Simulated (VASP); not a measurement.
# Cs4Au (Im-3m) in VASP: further runs

The runs below take Cs4Au through single point, with PBE.

All numbers are computed with VASP 6.6.1; they aren't measurements. Logs are shortened: lines on timing, memory, paths and dates and some standing lists are left out, and cuts for length are marked.

### 1 The cell of the first run

Symmetry: Im-3m, No. 229, cubic system. The conventional cell has a = 8.924 Å, b = 8.924 Å, c = 8.924 Å, α = 90.00°, β = 90.00°, γ = 90.00°. Within 5.1 Å of Cs (site symmetry -3m) lie 2 Au at 3.86 Å and 6 Cs at 4.46 Å. Within 5.1 Å of Au (site symmetry m-3m) lie 8 Cs at 3.86 Å.

### 2 Single point, PBE (71.07 Å³/atom)

INCAR

```
ALGO = Fast
EDIFF = 1E-7
ENCUT = 520
GGA = PE
ISIF = 2
ISMEAR = 0
LASPH = T
LCHARG = F
LREAL = F
LWAVE = F
NBANDS = 32
NELM = 60
PREC = Accurate
SIGMA = 0.1
```

KPOINTS

```
k-points
0
Gamma
  6 6 6
```

POSCAR

```
Cs4Au
1.0
   -4.4620395455      4.4620395455      4.4620395455
    4.4620395455     -4.4620395455      4.4620395455
    4.4620395455      4.4620395455     -4.4620395455
Cs Au
4 1
Direct
    0.0000000000      0.0000000000      0.5000000000
    0.5000000000      0.0000000000      0.0000000000
    0.0000000000      0.5000000000      0.0000000000
    0.5000000000      0.5000000000      0.5000000000
    0.0000000000      0.0000000000      0.0000000000
```

Potentials or basis: VASP PAW PBE potentials, release 64 (Cs_sv, Au).

Command:

```console
cat potpaw_PBE.64/Cs_sv/POTCAR potpaw_PBE.64/Au/POTCAR > POTCAR
mpirun -np 1 vasp_std > vasp.out
```

OUTCAR:

```text
EDIFF = 1E-7
   ENCUT = 520
   GGA = PE
   ISIF = 2
   ISMEAR = 0
   LASPH = T
   LREAL = F
   NELM = 60
   PREC = Accurate

 ion  position               nearest neighbor table
   1  0.000  0.000  0.500-
   2  0.500  0.000  0.000-
   3  0.000  0.500  0.000-
   4  0.500  0.500  0.500-
   5  0.000  0.000  0.000-

  LATTYP: Found a body centered cubic cell.
 ALAT       =     8.9240790910

  Lattice vectors:

 A1 = (  -4.4620395455,   4.4620395455,   4.4620395455)
 A2 = (   4.4620395455,  -4.4620395455,   4.4620395455)
 A3 = (   4.4620395455,   4.4620395455,  -4.4620395455)

Analysis of symmetry for initial positions (statically):
=====================================================================
 Subroutine PRICEL returns:
 Original cell was already a primitive cell.

 Routine SETGRP: Setting up the symmetry group for a
 body centered cubic supercell.

 Subroutine GETGRP returns: Found 48 space group operations
 (whereof 48 operations were pure point group operations)
 out of a pool of 48 trial point group operations.

The static configuration has the point symmetry O_h .

Analysis of symmetry for dynamics (positions and initial velocities):
=====================================================================
 Subroutine PRICEL returns:
 Original cell was already a primitive cell.

 Routine SETGRP: Setting up the symmetry group for a
 body centered cubic supercell.

 Subroutine GETGRP returns: Found 48 space group operations
 (whereof 48 operations were pure point group operations)
 out of a pool of 48 trial point group operations.

The dynamic configuration has the point symmetry O_h .

 Subroutine INISYM returns: Found 48 space group operations
 (whereof 48 operations are pure point group operations),
 and found     1 'primitive' translations

----------------------------------------------------------------------------------------

                                     Primitive cell

  volume of cell :     355.3532

  direct lattice vectors                    reciprocal lattice vectors
    -4.462039545  4.462039545  4.462039545     0.000000000  0.112056380  0.112056380
     4.462039545 -4.462039545  4.462039545     0.112056380  0.000000000  0.112056380
     4.462039545  4.462039545 -4.462039545     0.112056380  0.112056380  0.000000000

  length of vectors
     7.728479198  7.728479198  7.728479198     0.158471653  0.158471653  0.158471653

  position of ions in fractional coordinates (direct lattice)
     0.000000000  0.000000000  0.500000000
     0.500000000  0.000000000  0.000000000
     0.000000000  0.500000000  0.000000000
     0.500000000  0.500000000  0.500000000
     0.000000000  0.000000000  0.000000000

  ion indices of the primitive-cell ions
   primitive index   ion index
                 1           1
                 2           2
                 3           3
                 4           4
                 5           5

----------------------------------------------------------------------------------------

 KPOINTS: k-points

Automatic generation of k-mesh.
 Grid dimensions read from file:
 generate k-points for:    6    6    6

 Generating k-lattice:

  Cartesian coordinates                     Fractional coordinates (reciprocal lattice)
     0.000000000  0.018676063  0.018676063     0.166666667  0.000000000  0.000000000
     0.018676063  0.000000000  0.018676063     0.000000000  0.166666667  0.000000000
     0.018676063  0.018676063  0.000000000     0.000000000  0.000000000  0.166666667

  Length of vectors
     0.026411942  0.026411942  0.026411942

  Shift w.r.t. Gamma in fractional coordinates (k-lattice)
     0.000000000  0.000000000  0.000000000

 Subroutine IBZKPT returns following result:
 ===========================================

 Found     16 irreducible k-points:

 Following reciprocal coordinates:
            Coordinates               Weight
  0.000000  0.000000  0.000000      1.000000
  0.166667  0.000000  0.000000     12.000000
  0.333333  0.000000  0.000000     12.000000
  0.500000  0.000000  0.000000      6.000000
  0.166667  0.166667  0.000000     24.000000
  0.333333  0.166667  0.000000     48.000000
[... 8 lines left out ...]
  0.500000  0.500000  0.333333     12.000000
  0.500000  0.500000  0.500000      1.000000
   k-points           NKPTS =     16   k-points in BZ     NKDIM =     16   number of bands    NBANDS=     32
   number of dos      NEDOS =    301   number of ions     NIONS =      5
   total plane-waves  NPLWV = 216000
   dimension x,y,z NGX =    60 NGY =   60 NGZ =   60
   dimension x,y,z NGXF=   120 NGYF=  120 NGZF=  120
   ions per type =               4   1
   NGX,Y,Z   is equivalent  to a cutoff of  12.91, 12.91, 12.91 a.u.
   NGXF,Y,Z  is equivalent  to a cutoff of  25.81, 25.81, 25.81 a.u.
 SYSTEM =  unknown system
   PREC   = accura    normal or accurate (medium, high low for compatibility)
   ISTART =      0    job   : 0-new  1-cont  2-samecut
   ICHARG =      2    charge: 1-file 2-atom 10-const
   ISPIN  =      1    spin polarized calculation?
   LNONCOLLINEAR =      F non collinear calculations
   LSORBIT =      F    spin-orbit coupling
   LASPH  =      T    aspherical Exc in radial PAW
   ENCUT  =  520.0 eV  38.22 Ry    6.18 a.u.  14.37 14.37 14.37*2*pi/ulx,y,z
   NELM   =     60;   NELMIN=  2; NELMDL= -5     # of ELM steps
   EDIFF  = 0.1E-06   stopping-criterion for ELM
   LREAL  =      F    real-space projection
   EDIFFG = 0.1E-05   stopping-criterion for IOM
   NSW    =      0    number of steps for IOM
   IBRION =     -1    ionic relax: 0-MD 1-quasi-New 2-CG
   NFREE  =      0    steps in history (QN), initial steepest desc. (CG)
   ISIF   =      2    stress and relaxation
   ISYM   =      2    0-nonsym 1-usesym 2-fastsym
   POTIM  = 0.5000    time-step for ionic-motion
   TEBEG  =    0.0;   TEEND  =   0.0 temperature during run
   PSTRESS=    0.0 pullay stress
   NELECT =      47.0000    total number of electrons
   NUPDOWN=      -1.0000    fix difference up-down
   EMIN   =  10.00;   EMAX   =-10.00  energy-range for DOS
   EFERMI =   0.00;   METHOD = LEGACY
   ISMEAR =     0;   SIGMA  =   0.10  broadening in eV -4-tet -1-fermi 0-gaus
   EFERMI_NEDOS =   21; number of points for ismear=-14 and -15
   IALGO  =     68    algorithm
   IMIX   =      4    mixing-type and parameters
     AMIX     =   0.40;   BMIX     =  1.00
     AMIX_MAG =   1.60;   BMIX_MAG =  1.00
  volume/ion in A,a.u.               =      71.07       479.61
  Fermi-wavevector in a.u.,A,eV,Ry     =   0.834105  1.576230  9.465996  0.695731
  Thomas-Fermi vector in A             =   1.947441
   LORBIT       =      0    0 simple, 1 ext, 2 COOP (PROOUT), +10 PAW based schemes
   GGA     = PE    functional components
   LHFCALC =     F    Hartree Fock is set to
   AEXX    =    0.0000 exact exchange contribution
   IVDW    =     0    specifies the selected vdW correction
   LEPSILON=     F    determine dielectric tensor
   LRPA    =     F    only Hartree local field effects (RPA)
 non-spin polarized calculation
 RMM-DIIS sequential band-by-band and
 Gauss-broadening in eV      SIGMA  =   0.10
  energy-cutoff  :      520.00
  volume of cell :      355.35
 maximum number of plane-waves:      9616
 NGX is ok and might be reduce to    60
   NGX = 29   NGY = 29   NGZ = 29

 number of electron      46.9999999 magnetization

 Free energy of the ion-electron system (eV)
  ---------------------------------------------------
  ext. energy  EPLUGINS =         0.00000000
  ---------------------------------------------------
  free energy    TOTEN  =        -6.97785239 eV

  energy without entropy =       -6.95137875  energy(sigma->0) =       -6.96461557

 E-fermi :   1.6254     XC(G=0):  -6.5310

 val. band max:        1.6111169067   @ k =   0.3333   0.1667   0.0000
 cond. band min:       1.6339235498   @ k =   0.5000   0.5000   0.1667
 fundamental gap:      0.0228066431
 Fermi energy:         1.6253628292

 k-point     1 :       0.0000    0.0000    0.0000
  band No.  band energies     occupation
      1     -22.1430      2.00000
      2     -22.0863      2.00000
      3     -22.0863      2.00000
      4     -22.0863      2.00000
      5      -9.1830      2.00000
      6      -9.1830      2.00000
[... 24 lines left out ...]
     31       3.6569      0.00000
     32       3.6569      0.00000

 k-point     2 :       0.1667    0.0000    0.0000
  band No.  band energies     occupation
      1     -22.1391      2.00000
      2     -22.0901      2.00000
      3     -22.0864      2.00000
      4     -22.0864      2.00000
      5      -9.1754      2.00000
      6      -9.1739      2.00000
[... 24 lines left out ...]
     31       3.6358      0.00000
     32       3.7119      0.00000

 k-point     3 :       0.3333    0.0000    0.0000
  band No.  band energies     occupation
      1     -22.1287      2.00000
      2     -22.1003      2.00000
      3     -22.0865      2.00000
      4     -22.0865      2.00000
      5      -9.1693      2.00000
      6      -9.1655      2.00000
[... 24 lines left out ...]
     31       3.3917      0.00000
     32       3.7976      0.00000

 k-point     4 :       0.5000    0.0000    0.0000
  band No.  band energies     occupation
      1     -22.1145      2.00000
      2     -22.1144      2.00000
      3     -22.0866      2.00000
      4     -22.0865      2.00000
      5      -9.1694      2.00000
      6      -9.1639      2.00000
[... 374 lines left out ...]
     31       3.4459      0.00000
     32       3.8379      0.00000

 k-point    15 :       0.5000    0.5000    0.3333
  band No.  band energies     occupation
      1     -22.1142      2.00000
      2     -22.1141      2.00000
      3     -22.1104      2.00000
      4     -22.0628      2.00000
      5      -9.2388      2.00000
      6      -9.2209      2.00000
[... 24 lines left out ...]
     31       3.5915      0.00000
     32       3.6205      0.00000

 k-point    16 :       0.5000    0.5000    0.5000
  band No.  band energies     occupation
      1     -22.1141      2.00000
      2     -22.1141      2.00000
      3     -22.1141      2.00000
      4     -22.0592      2.00000
      5      -9.2540      2.00000
      6      -9.2540      2.00000
[... 24 lines left out ...]
     31       3.5674      0.00000
     32       3.5674      0.00000

------------------------ aborting loop because EDIFF is reached ----------------------------------------

  FORCE on cell =-STRESS in cart. coord.  units (eV):
  Direction    XX          YY          ZZ          XY          YZ          ZX
  --------------------------------------------------------------------------------------
  -------------------------------------------------------------------------------------
  Total        0.9680146      0.9680146      0.9680146     -0.0000000     -0.0000000      0.0000000
  in kB        4.3644776      4.3644776      4.3644776     -0.0000000     -0.0000000      0.0000000
  external PRESSURE =       4.3644776 kB  Pullay stress =       0.0000000 kB

 VOLUME and BASIS-vectors are now :
 -----------------------------------------------------------------------------
  energy-cutoff  :      520.00
  volume of cell :      355.35
      direct lattice vectors                 reciprocal lattice vectors
    -4.462039545  4.462039545  4.462039545     0.000000000  0.112056380  0.112056380
     4.462039545 -4.462039545  4.462039545     0.112056380  0.000000000  0.112056380
     4.462039545  4.462039545 -4.462039545     0.112056380  0.112056380  0.000000000

 POSITION                                       TOTAL-FORCE (eV/Angst)
 -----------------------------------------------------------------------------------
      2.23102      2.23102     -2.23102         0.000000     -0.000000     -0.000000
     -2.23102      2.23102      2.23102        -0.000000      0.000000     -0.000000
      2.23102     -2.23102      2.23102        -0.000000     -0.000000      0.000000
      2.23102      2.23102      2.23102        -0.000000     -0.000000      0.000000
      0.00000      0.00000      0.00000         0.000000     -0.000000     -0.000000
 -----------------------------------------------------------------------------------
    total drift:                               -0.000000     -0.000000      0.000000

  FREE ENERGIE OF THE ION-ELECTRON SYSTEM (eV)
  ---------------------------------------------------
  free  energy   TOTEN  =        -6.9778523931 eV

  energy  without entropy=       -6.9513787514  energy(sigma->0) =       -6.96461557
```

Run time: 8.9 min. Hardware: 1 thread of Oxide Virtual Turin-like, shared host; peak memory 0.55 GiB.

What came out:

| Item | Value |
| --- | --- |
| Free energy | -6.9779 eV |
| Pressure | 0.4 GPa |
| Band gap on the k mesh | zero (an odd number of electrons rules out a gap without spin polarisation) |

Caveat: spin-orbit coupling is left out, which moves the levels of the heavy elements.

(Part 1 of 3 ends here.)

The gap in the log of VASP goes by the Fermi energy; the results here count the filled bands.